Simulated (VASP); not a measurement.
Here is a VASP 6.6.1 calculation.

Contents of INCAR:

```
SYSTEM = W
ALGO     = Normal         ! electronic algorithm
EDIFF    = 1E-6           ! SCF threshold, eV
ENCUT    = 520            ! plane-wave cutoff, eV
GGA      = RP             ! functional
ISIF     = 2              ! what is computed and relaxed
ISMEAR   = -1             ! smearing method
LASPH    = .TRUE.         ! aspherical terms in the spheres
LCHARG   = .TRUE.         ! write CHGCAR
LELF     = .TRUE.         ! ELF
LREAL    = .FALSE.        ! projectors in reciprocal space
LVHAR    = .TRUE.       
LWAVE    = .FALSE.        ! write WAVECAR
NBANDS   = 13             ! bands
NELM     = 80             ! most SCF steps
PREC     = Accurate       ! precision mode
SIGMA    = 0.05           ! smearing width, eV
```

Contents of KPOINTS:

```
k-points
0
G
  12 12 12
  0 0 0
```

File POSCAR:

```
W
1.0
   -1.5823450000      1.5823450000      1.5823450000
    1.5823450000     -1.5823450000      1.5823450000
    1.5823450000      1.5823450000     -1.5823450000
W
1
Direct
    0.0000000000      0.0000000000      0.0000000000
```

Potentials or basis: VASP PAW PBE potentials, release 64 (W_sv).

Run with:

```bash
$ cat potpaw_PBE.64/W_sv/POTCAR > POTCAR
$ mpirun -np 1 vasp_std > vasp.out
```

Problem. What does it give for the pressure?

Solution. 10.3 GPa.

Problem. What does it give for the band gap on the k mesh?

Solution. Zero (band 7 reaches 16.70 eV, above the bottom of band 8 at 10.31 eV).

Caveat: the PAW data sets were made with another functional, which shifts forces and pressure a little; spin-orbit coupling is left out, which moves the levels of the heavy elements.
